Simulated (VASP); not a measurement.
A run of VASP 6.6.1 is set up as follows.

Contents of INCAR:

```
SYSTEM = PtSe2
PREC = Accurate
ENCUT = 520
EDIFF = 1E-7
ISMEAR = 0
SIGMA = 0.15
LREAL = .FALSE.
LASPH = .TRUE.
NELM = 80
ALGO = Normal
ISIF = 2
LWAVE = .FALSE.
LCHARG = .FALSE.
GGA = PE
NBANDS = 18
```

KPOINTS

```
Automatic mesh
0
G
  12 12 10
  0 0 0
```

POSCAR

```
PtSe2
1.0
    3.7240006046      0.0000000000     -0.0372400060
   -1.8620003023      3.2250791273      0.0186200030
   -0.0506200000      0.0000000000      5.0620000000
Pt Se
1 2
Direct
    0.0000000000      0.0000000000      0.0000000000
    0.3333333333      0.6666666667      0.2500000000
    0.6666666667      0.3333333333      0.7500000000
```

Potentials or basis: VASP PAW PBE potentials, release 64 (Pt, Se).

Command:

```console
$ cat potpaw_PBE.64/Pt/POTCAR potpaw_PBE.64/Se/POTCAR > POTCAR
$ mpirun -np 1 vasp_std > vasp.out
```

Predict the band gap on the k mesh.

zero (band 11 reaches 6.94 eV, above the bottom of band 12 at 6.52 eV).

Estimate the pressure.

7.4 GPa.

Estimate the largest force.

0.621 eV/Å.

Stress tensor (GPa, compression positive):
```
 8.08 -1.06  1.79
-1.06  8.00 -0.05
 1.79 -0.05  6.02
```

Caveat: the cell differs from its parent crystal (strain -0.0200 x Voigt [0, 0, 0, 0, 1, 0]); spin-orbit coupling is left out, which moves the levels of the heavy elements.
